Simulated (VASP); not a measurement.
Input of a VASP 6.6.1 run:

File INCAR:

```
PREC = Accurate
ENCUT = 520
EDIFF = 1E-6
ISMEAR = 0
SIGMA = 0.15
LREAL = F
LASPH = T
NELM = 120
ALGO = Normal
ISIF = 2
LWAVE = F
LCHARG = F
GGA = PE
NBANDS = 28
GGA_COMPAT = F
```

File KPOINTS:

```
regular mesh
0
Gamma
  6 6 6
```

The input POSCAR:

```
Si8N
1.0
    4.7218258405      2.7261474201      1.8874557466
   -4.7218258405      2.7261474201      1.8874557466
    0.0000000000     -5.4522948402      1.8874557466
Si N
8 1
Direct
    0.0198044603      0.7179030939      0.5216794332
    0.9801955397      0.2820969061      0.4783205668
    0.7140043589      0.7140043589      0.7140043589
    0.2820969061      0.4783205668      0.9801955397
    0.4783205668      0.9801955397      0.2820969061
    0.7179030939      0.5216794332      0.0198044603
    0.2859956411      0.2859956411      0.2859956411
    0.5216794332      0.0198044603      0.7179030939
    0.6345697605     -0.1449872335     -0.7301955397
```

Potentials or basis: VASP PAW PBE potentials, release 64 (Si, N).

The run is started by

```bash
$ cat potpaw_PBE.64/Si/POTCAR potpaw_PBE.64/N/POTCAR > POTCAR
$ mpirun -np 1 vasp_std > vasp.out
```

Problem. What does it give for the largest force?

Solution. 27.442 eV/Å.

Problem. Estimate the pressure.

Solution. 17.2 GPa.

Stress tensor (GPa, compression positive):
```
44.70  5.51  0.78
 5.51  4.05 -0.31
 0.78 -0.31  2.75
```

Caveat: an odd number of electrons without spin polarisation forces a metal; a magnetic or distorted state may lie lower.
